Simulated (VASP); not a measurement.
Be3N2, 5 atoms in the cell. The structure is trigonal, space group R3m (No. 160). Conventional cell: a = 2.840 Å, b = 2.840 Å, c = 14.599 Å, α = 90.00°, β = 90.00°, γ = 120.00°. Be (site symmetry 3m) has 4 N at 1.65 to 2.20 Å within 2.2 Å. Within 2.2 Å of Be (site symmetry 3m) lie 4 N at 1.66 to 1.84 Å. Within 2.2 Å of Be (site symmetry 3m) lie 4 N at 1.68 to 1.78 Å. Within 2.2 Å of N (site symmetry 3m) lie 5 Be at 1.65 to 1.68 Å. Within 2.4 Å of N (site symmetry 3m) lie 7 Be at 1.78 to 2.20 Å. 

* Program: VASP 6.6.1
* Task: single point
* Functional: PBEsol
* Potentials or basis: VASP PAW PBE potentials, release 64 (Be, N)
* Cutoff: 520 eV
* k mesh: 9 × 9 × 9
* Occupations: gaussian, width 0.02 eV
* Spin: no spin polarisation
* Dipole correction: no
* Further INCAR settings: ALGO = Normal; EDIFF = 1e-06; NBANDS = 16

Potentials or basis: VASP PAW PBE potentials, release 64 (Be, N).

Run with:

```bash
$ cat potpaw_PBE.64/Be/POTCAR potpaw_PBE.64/N/POTCAR > POTCAR
$ mpirun -np 1 vasp_std > vasp.out
```

Hardware: 1 thread of AMD EPYC 7R13, on a shared host.

Question: Estimate the wall time of this run.

Answer: Wall time 3.5 min on 1 thread of AMD EPYC 7R13, on a shared host, peak memory 0.21 GiB. Counts: scf iterations 13, k points 85.
